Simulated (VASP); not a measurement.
# NaH (Fm-3m) in VASP: a series of runs, part 4 of 4

VASP 6.6.1.

## Step 6: Relaxation of cell and atoms, PBEsol, target pressure 10 GPa, at which the enthalpy is minimised

This run uses another cell than the first one, of 14.53 Å³/atom, 1.235 times its volume.

INCAR reads:

```
ALGO     = Normal         # electronic algorithm
EDIFF    = 1E-6           # SCF threshold, eV
EDIFFG   = -0.01          # ionic threshold
ENCUT    = 600            # plane-wave cutoff, eV
GGA      = PS             # functional
IBRION   = 2              # ionic algorithm
ISIF     = 3              # what is computed and relaxed
ISMEAR   = -1             # smearing method
LASPH    = T              # aspherical terms in the spheres
LCHARG   = F              # write CHGCAR
LREAL    = F              # projectors in reciprocal space
LWAVE    = F              # write WAVECAR
NELM     = 60             # most SCF steps
NSW      = 80             # ionic steps
PREC     = Accurate       # precision mode
PSTRESS  = 100.0        
SIGMA    = 0.05           # smearing width, eV
```

KPOINTS reads:

```
k-points
0
Gamma
  9 9 9
```

POSCAR reads:

```
NaH
1.0
    0.0000000000      2.4400000000      2.4400000000
    2.4400000000      0.0000000000      2.4400000000
    2.4400000000      2.4400000000      0.0000000000
Na H
1 1
Direct
    0.0000000000      0.0000000000      0.0000000000
    0.5000000000      0.5000000000      0.5000000000
```

Potentials or basis: VASP PAW PBE potentials, release 64 (Na_pv, H).

The run is started by

```
$ cat potpaw_PBE.64/Na_pv/POTCAR potpaw_PBE.64/H/POTCAR > POTCAR
$ mpirun -np 1 vasp_std > vasp.out
```

OUTCAR:

```text
EDIFF = 1E-6
   EDIFFG = -0.01
   ENCUT = 600
   GGA = PS
   IBRION = 2
   ISIF = 3
   ISMEAR = -1
   LASPH = T
   LREAL = F
   NELM = 60
   NSW = 80
   PREC = Accurate
   PSTRESS = 100.0

 ion  position               nearest neighbor table
   1  0.000  0.000  0.000-
   2  0.500  0.500  0.500-

  LATTYP: Found a face centered cubic cell.
 ALAT       =     4.8800000000

  Lattice vectors:

 A1 = (   0.0000000000,   2.4400000000,   2.4400000000)
 A2 = (   2.4400000000,   0.0000000000,   2.4400000000)
 A3 = (   2.4400000000,   2.4400000000,   0.0000000000)

Analysis of symmetry for initial positions (statically):
=====================================================================
 Subroutine PRICEL returns:
 Original cell was already a primitive cell.

 Routine SETGRP: Setting up the symmetry group for a
 face centered cubic supercell.

 Subroutine GETGRP returns: Found 48 space group operations
 (whereof 48 operations were pure point group operations)
 out of a pool of 48 trial point group operations.

The static configuration has the point symmetry O_h .

Analysis of symmetry for dynamics (positions and initial velocities):
=====================================================================
 Subroutine PRICEL returns:
 Original cell was already a primitive cell.

 Routine SETGRP: Setting up the symmetry group for a
 face centered cubic supercell.

 Subroutine GETGRP returns: Found 48 space group operations
 (whereof 48 operations were pure point group operations)
 out of a pool of 48 trial point group operations.

The dynamic configuration has the point symmetry O_h .

 Subroutine INISYM returns: Found 48 space group operations
 (whereof 48 operations are pure point group operations),
 and found     1 'primitive' translations

----------------------------------------------------------------------------------------

                                     Primitive cell
[... 90 lines left out ...]
   NELM   =     60;   NELMIN=  2; NELMDL= -5     # of ELM steps
   EDIFF  = 0.1E-05   stopping-criterion for ELM
   LREAL  =      F    real-space projection
   EDIFFG = -.1E-01   stopping-criterion for IOM
   NSW    =     80    number of steps for IOM
   IBRION =      2    ionic relax: 0-MD 1-quasi-New 2-CG
   NFREE  =      1    steps in history (QN), initial steepest desc. (CG)
   ISIF   =      3    stress and relaxation
   ISYM   =      2    0-nonsym 1-usesym 2-fastsym
   POTIM  = 0.5000    time-step for ionic-motion
   TEBEG  =    0.0;   TEEND  =   0.0 temperature during run
   PSTRESS=  100.0 pullay stress
   NELECT =       8.0000    total number of electrons
   NUPDOWN=      -1.0000    fix difference up-down
   EMIN   =  10.00;   EMAX   =-10.00  energy-range for DOS
   EFERMI =   0.00;   METHOD = LEGACY
   ISMEAR =    -1;   SIGMA  =   0.05  broadening in eV -4-tet -1-fermi 0-gaus
   EFERMI_NEDOS =   21; number of points for ismear=-14 and -15
   IALGO  =     38    algorithm
   IMIX   =      4    mixing-type and parameters
     AMIX     =   0.40;   BMIX     =  1.00
     AMIX_MAG =   1.60;   BMIX_MAG =  1.00
  volume/ion in A,a.u.               =      14.53        98.03
  Fermi-wavevector in a.u.,A,eV,Ry     =   1.065054  2.012660 15.433636  1.134340
  Thomas-Fermi vector in A             =   2.200593
   LORBIT       =      0    0 simple, 1 ext, 2 COOP (PROOUT), +10 PAW based schemes
   GGA     = PS    functional components
   LHFCALC =     F    Hartree Fock is set to
   AEXX    =    0.0000 exact exchange contribution
   IVDW    =     0    specifies the selected vdW correction
   LEPSILON=     F    determine dielectric tensor
   LRPA    =     F    only Hartree local field effects (RPA)
 conjugate gradient relaxation of ions
 non-spin polarized calculation
  energy-cutoff  :      600.00
  volume of cell :       29.05
 maximum number of plane-waves:       984
   NGX = 13   NGY = 13   NGZ = 13

--------------------------------------- Ionic step        1  -------------------------------------------

 number of electron       8.0000008 magnetization

 Free energy of the ion-electron system (eV)
  ---------------------------------------------------
  ext. energy  EPLUGINS =         0.00000000
  ---------------------------------------------------
  free energy    TOTEN  =        -5.08073853 eV

  energy without entropy =       -5.08073853  energy(sigma->0) =       -5.08073853

 E-fermi :  -0.1361     XC(G=0):  -7.7901

 val. band max:       -1.2511936767   @ k =  -0.3333   0.4444   0.1111
 cond. band min:       2.5700978898   @ k =  -0.4444   0.1111   0.0000
 fundamental gap:      3.8212915664
 Fermi energy:        -0.1361392758

 k-point     1 :       0.0000    0.0000    0.0000
  band No.  band energies     occupation
      1     -23.2347      2.00000
      2     -23.2347      2.00000
      3     -23.2347      2.00000
      4      -4.8251      2.00000
      5       8.9731      0.00000
      6      13.9979      0.00000
      7      13.9979      0.00000
      8      13.9979      0.00000
[... 442 lines left out ...]
--------------------------------------- Ionic step        6  -------------------------------------------

 number of electron       8.0000003 magnetization

 Free energy of the ion-electron system (eV)
  ---------------------------------------------------
  ext. energy  EPLUGINS =         0.00000000
  ---------------------------------------------------
  free energy    TOTEN  =        -4.93010245 eV

  energy without entropy =       -4.93010245  energy(sigma->0) =       -4.93010245

 E-fermi :   0.9742     XC(G=0):  -8.9054

 val. band max:       -0.1296005891   @ k =  -0.3333   0.4444   0.1111
 cond. band min:       4.2760054438   @ k =  -0.4444   0.1111   0.0000
 fundamental gap:      4.4056060329
 Fermi energy:         0.9742002082

 k-point     1 :       0.0000    0.0000    0.0000
  band No.  band energies     occupation
      1     -21.6355      2.00000
      2     -21.6355      2.00000
      3     -21.6355      2.00000
      4      -4.6236      2.00000
      5      13.1030      0.00000
      6      17.5398      0.00000
      7      17.5398      0.00000
      8      17.5398      0.00000
[... 286 lines left out ...]
  energy  without entropy=       -4.9301024494  energy(sigma->0) =       -4.93010245

  enthalpy is  TOTEN    =        -3.5989444323 eV   P V=        1.3311580171

 reached required accuracy - stopping structural energy minimisation
```

OSZICAR:

```text
N       E                     dE             d eps       ncg     rms          rms(c)
DAV:   1     0.202631271132E+02    0.20263E+02   -0.53550E+03   560   0.116E+03
DAV:   2    -0.490559850174E+01   -0.25169E+02   -0.24865E+02   640   0.140E+02
DAV:   3    -0.545126626192E+01   -0.54567E+00   -0.54567E+00   688   0.279E+01
[... 40 lines left out ...]
DAV:   4    -0.493012571019E+01    0.24184E-04   -0.30059E-05   608   0.127E-01    0.182E-03
DAV:   5    -0.493012540305E+01    0.30714E-06   -0.23917E-07   304   0.101E-02
   5 F= -.35989443E+01 E0= -.35989443E+01  d E =-.331586E+00
       N       E                     dE             d eps       ncg     rms          rms(c)
DAV:   1    -0.493010243792E+01    0.23272E-04   -0.18675E-07   288   0.889E-03    0.787E-04
DAV:   2    -0.493010244944E+01   -0.11518E-07   -0.36083E-08   280   0.483E-03
   6 F= -.35989444E+01 E0= -.35989444E+01  d E =-.114709E-06
```

It took 19 s on 1 thread of Intel Xeon 6975P-C, shared host; peak memory 0.16 GiB.

What came out:

```
Free energy                                            : -4.9301 eV
Relaxed volume                                         : 10.66 Å³/atom
Relaxed cell                                           : a = 3.113 Å, b = 3.113 Å, c = 3.113 Å, α = 60.00°, β = 60.00°, γ = 60.00°
Space group after relaxing (to 0.05 Å)                 : Fm-3m (No. 225)
Energy change on relaxing (the enthalpy is what falls) : +75.3 meV/atom
Ionic steps                                            : 6
Pressure after relaxing                                : 9.9 GPa
Band gap on the k mesh                                 : 4.41 eV, indirect (least direct gap 5.23 eV)
```

Step by step:
```tsv
step	energy change (eV)	largest force (eV/Å)	pressure (GPa)	volume (Å³)
1	0.0000	0.0000	-1.19	29.05
2	0.0144	0.0000	2.94	24.99
3	0.0936	0.0000	7.41	22.39
4	0.1596	0.0000	10.36	21.19
5	0.1506	0.0000	9.85	21.33
6	0.1506	0.0000	9.94	21.33
```

Final structure:
```
Na H
1.0
     0.00000    2.20108    2.20108
     2.20108    0.00000    2.20108
     2.20108    2.20108    0.00000
Na H
1 1
Cartesian
  0.0000 2.2011 2.2011
  2.2011 2.2011 2.2011
```

Caveat: the cell is relaxed towards a set pressure, so the enthalpy falls and the energy may rise; the volume moved by over 15 % at a fixed basis, so the end points are rough; the PAW data sets were made with another functional, which shifts forces and pressure a little.

## Step 7: The runs side by side

```tsv
task	cell	cutoff (eV)	gap on the mesh (eV)	pressure (GPa)
single point	a = 3.217 Å, angles 60.0°, 2 atoms	520	4.21	5.0
single point	a = 3.387 Å, angles 60.0°, 2 atoms	520	3.92	0.0
relaxation of cell and atoms	relaxed from a = 3.451 Å, angles 60.0°, 2 atoms	600	3.92	0.0
relaxation of cell and atoms	relaxed to 5 GPa from a = 3.451 Å, angles 60.0°, 2 atoms	600	4.21	5.1
relaxation of cell and atoms	relaxed to 10 GPa from a = 3.451 Å, angles 60.0°, 2 atoms	600	4.41	9.9
```

Alike in all rows: level PBEsol; potentials or basis VASP PAW PBE potentials, release 64 (Na_pv, H); no spin polarisation; k mesh 9 × 9 × 9; smearing fermi-dirac 0.05 eV.

Caveats: the PAW data sets were made with another functional, which shifts forces and pressure a little; the cell is relaxed towards a set pressure, so the enthalpy falls and the energy may rise (some runs); the volume moved by over 15 % at a fixed basis, so the end points are rough (some runs).

Total energies depend on the potentials used, so only differences within one code and one set of settings carry meaning.
